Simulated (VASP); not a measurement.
Write the native input for VASP 6.6.1 that does the following.

| Property | Result |
| --- | --- |
| Task | single point |
| Functional | PBEsol |
| Potentials or basis | VASP PAW PBE potentials, release 64 (W_sv, Se) |
| Cutoff | 520 eV |
| k mesh | 12 × 12 × 2 |
| Occupations | gaussian, width 0.05 eV |
| Spin | no spin polarisation |
| Dipole correction | no |
| Further INCAR settings | ALGO = Normal; EDIFF = 1e-07; NBANDS = 20 |

The structure of WSe2 lies in POSCAR:

```
WSe2
1.0
    3.2702526784      0.0000000000      0.0000000000
   -1.6351263392      2.8887643342      0.0000000000
    0.0000000000      0.0000000000     16.6612169706
W Se
1 2
Direct
    0.0000000000      0.0000000000      0.0000000000
    0.3333333333      0.6666666667      0.1003992721
    0.3333333333      0.6666666667      0.8996007279
```

This cell differs from its parent crystal: strain +0.0200 x Voigt [0, 1, 0, 0, 0, 0].

These files were run (other wordings do the same):

INCAR

```
SYSTEM = WSe2
  PREC = Accurate
  ENCUT = 520
  EDIFF = 1E-7
  ISMEAR = 0
  SIGMA = 0.05
  LREAL = .False.
  LASPH = .True.
  NELM = 60
  ALGO = Normal
  ISIF = 2
  LWAVE = .False.
  LCHARG = .False.
  GGA = PS
  NBANDS = 20
```

KPOINTS

```
regular mesh
0
Gamma
  12 12 2
  0 0 0
```

Potentials or basis: VASP PAW PBE potentials, release 64 (W_sv, Se).

Launch:

```bash
$ cat potpaw_PBE.64/W_sv/POTCAR potpaw_PBE.64/Se/POTCAR > POTCAR
$ mpirun -np 1 vasp_std > vasp.out
```

Results of the run:

The largest force is 0.171 eV/Å and the band gap on the k mesh is 1.58 eV.

Caveat: the cell differs from its parent crystal (strain +0.0200 x Voigt [0, 1, 0, 0, 0, 0]); there is no dipole correction, which matters where the two faces differ; the PAW data sets were made with another functional, which shifts forces and pressure a little; spin-orbit coupling is left out, which moves the levels of the heavy elements.

Wall time 2.6 min on 1 thread of AMD EPYC 9R45 96-Core Processor (Zen 5), on a shared host, peak memory 0.43 GiB.
